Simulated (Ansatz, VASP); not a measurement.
Li3SeF: VASP beside Ansatz

Contents of INCAR:

```
PREC = Accurate ; ENCUT = 600
EDIFF = 1E-6 ; ISMEAR = 0
SIGMA = 0.1 ; LREAL = F
LASPH = T ; NELM = 80
ALGO = Normal ; ISIF = 3
LWAVE = F ; LCHARG = F
GGA = PE ; IBRION = 2
NSW = 90 ; EDIFFG = -0.04
```

KPOINTS

```
Automatic mesh
0
Gamma
  6 6 4
```

Contents of POSCAR:

```
Li3SeF
1.0
    4.6652593700      0.0000000000      0.0000000000
   -2.3326296900      4.0402331300      0.0000000000
    0.0000000000      0.0000000000      3.7824481600
Li Se F
3 1 1
Direct
    0.5000000000      0.0000000000      0.0000000000
    0.0000000000      0.5000000000      0.0000000000
    0.5000000000      0.5000000000      0.0000000000
    0.0000000000      0.0000000000      0.5000000000
    0.0000000000      0.0000000000      0.0000000000
```

Input for Ansatz:

```yaml
crystal:
  lattice:
    - [4.66525937, 0.0, 0.0]
    - [-2.33262969, 4.04023313, 0.0]
    - [0.0, 0.0, 3.78244816]
  atoms:
    - { symbol: Li, position: [0.5, 0.0, 0.0] }
    - { symbol: Li, position: [0.0, 0.5, 0.0] }
    - { symbol: Li, position: [0.5, 0.5, 0.0] }
    - { symbol: Se, position: [0.0, 0.0, 0.5] }
    - { symbol: F, position: [0.0, 0.0, 0.0] }
basis:
  ecutwfc: 420
kpoints:
  mp_grid: { grid: [6, 6, 4] }
hamiltonian:
  xc: pbe
scf:
  occupations: { method: gaussian, width: 0.1 }
  lower_state_search: "off"
output:
  forces: true
  stress: true
  eigenvalues: true
relax:
  adjacent_minimum: "off"
  f_tol: 0.04
  max_steps: 70
  cell: { stress_tol: 0.4 }
```

Alike in both runs: task relaxation of cell and atoms; functional PBE; k mesh 6 × 6 × 4; occupations gaussian, width 0.1 eV; no spin polarisation.

```csv
,VASP,Ansatz
version,VASP 6.6.1,Ansatz 0.2.0
potentials or method,"VASP PAW PBE potentials, release 64 (Li_sv, Se, F), cutoff 600 eV","scalar-relativistic, plane waves, PAW"
valence electrons in the cell,22,32
```

Ansatz gave:

```
gap on the k mesh at the Fermi level, each at its own relaxed structure (eV) : none
relaxed volume (Å³/atom)                                                     : 20.95
relaxed cell length with the largest relative difference (Å)                 : 4.802
```

Task: Estimate VASP's values.

Result: gap on the k mesh at the Fermi level, each at its own relaxed structure (eV): none; relaxed volume (Å³/atom): 20.49; relaxed cell length with the largest relative difference (Å): 4.641.

A gap of «none» marks a metal or a gap that the smearing closes. VASP's potentials hold 22 valence electrons a cell and Ansatz's 32, so a difference there can come from the potentials and not from the codes.

The k mesh is coarse, so the values compare programs but aren't converged. Noted on VASP's run: the cutoff is short for stress, so the pressure is rough; the volume moved by over 15 % at a fixed basis, so the end points are rough.
